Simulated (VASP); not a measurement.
Ti3Al: single point with LDA

Crystal: Ti3Al.

```
Ti Al
1.0
     2.92754    0.00000    0.00000
    -1.46377    2.53533    0.00000
     0.00000    0.00000    9.22636
Ti Al
3 1
Cartesian
  1.4638 0.8451 0.0000
  0.0000 1.6902 6.9253
  0.0000 1.6902 2.3011
  1.4638 0.8451 4.6132
```

| Item | Value |
| --- | --- |
| Program | VASP 6.6.1 |
| Task | single point |
| Functional | LDA |
| Potentials or basis | VASP PAW LDA potentials, release 64 (Ti_sv, Al) |
| Cutoff | 520 eV |
| k mesh | 9 × 9 × 3 |
| Occupations | methfessel-paxton, width 0.1 eV |
| Spin | no spin polarisation |

The pressure is -7.1 GPa. The largest force is 0.165 eV/Å.

Forces in eV/Å, atoms in the order of the input:
```
Ti   0.000  0.000  0.000
Ti   0.000  0.000  0.165
Ti   0.000  0.000 -0.165
Al   0.000  0.000  0.000
```

Stress tensor (GPa, compression positive):
```
-6.94  0.00  0.00
 0.00 -6.94  0.00
 0.00  0.00 -7.33
```

Levels at points of the mesh, in eV from the Fermi level:
```
           k point  band 17  band 18  band 19  band 20  band 21  band 22  band 23  band 24
(0.00, 0.00, 0.00)    -0.72     0.52     0.72     0.80     0.80     0.88     0.88     1.19
```

It took 2 min on 1 thread of AMD EPYC 7R13 (shared host), peak memory 0.15 GiB.
